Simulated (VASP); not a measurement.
A run of VASP 6.6.1 is set up as follows.

File INCAR:

```
SYSTEM = P
ALGO = Normal
DIPOL = 0.5 0.5 0.373
EDIFF = 1E-6
ENCUT = 520
GGA = PE
IDIPOL = 3
ISIF = 2
ISMEAR = 0
IVDW = 12
LASPH = .TRUE.
LCHARG = .FALSE.
LDIPOL = .TRUE.
LREAL = .FALSE.
LWAVE = .FALSE.
NBANDS = 30
NELM = 80
PREC = Accurate
SIGMA = 0.05
```

The input KPOINTS:

```
k-points
0
G
  8 6 1
  0 0 0
```

The input POSCAR:

```
P
1.0
    3.2961869271      0.0000000000      0.0000000000
    0.0000000000      4.4391555608      0.0000000000
    0.0000000000      0.0000000000     21.7461973993
P
8
Direct
    0.5000000000      0.9174951521      0.2069327302
    0.0000000000      0.5825048479      0.2069327302
    0.5000000000      0.0825048479      0.3045635326
    0.0000000000      0.4174951521      0.3045635326
    0.8750000000      0.4575048479      0.4406792840
    0.3750000000      0.1225145437      0.4406792840
    0.8750000000     -0.3774854563      0.5383100863
    0.3750000000     -0.0424951521      0.5383100863
```

Potentials or basis: VASP PAW PBE potentials, release 64 (P).

Launch:

```console
$ cat potpaw_PBE.64/P/POTCAR > POTCAR
$ mpirun -np 1 vasp_std > vasp.out
```

**Question.** Predict the dispersion energy per atom.

**Answer.** -0.308 eV.

**Question.** Estimate the band gap on the k mesh.

**Answer.** 0.40 eV (least direct gap 0.41 eV).

Forces on the atoms (eV/Å):
```
P    0.045 -0.085 -0.238
P    0.034  0.107 -0.133
P    0.087 -0.176 -0.301
P    0.092 -0.008 -0.232
P   -0.087  0.176  0.301
P   -0.092  0.008  0.232
P   -0.045  0.085  0.238
P   -0.034 -0.107  0.133
```

Caveat: the cell differs from its parent crystal (layers slid over each other).
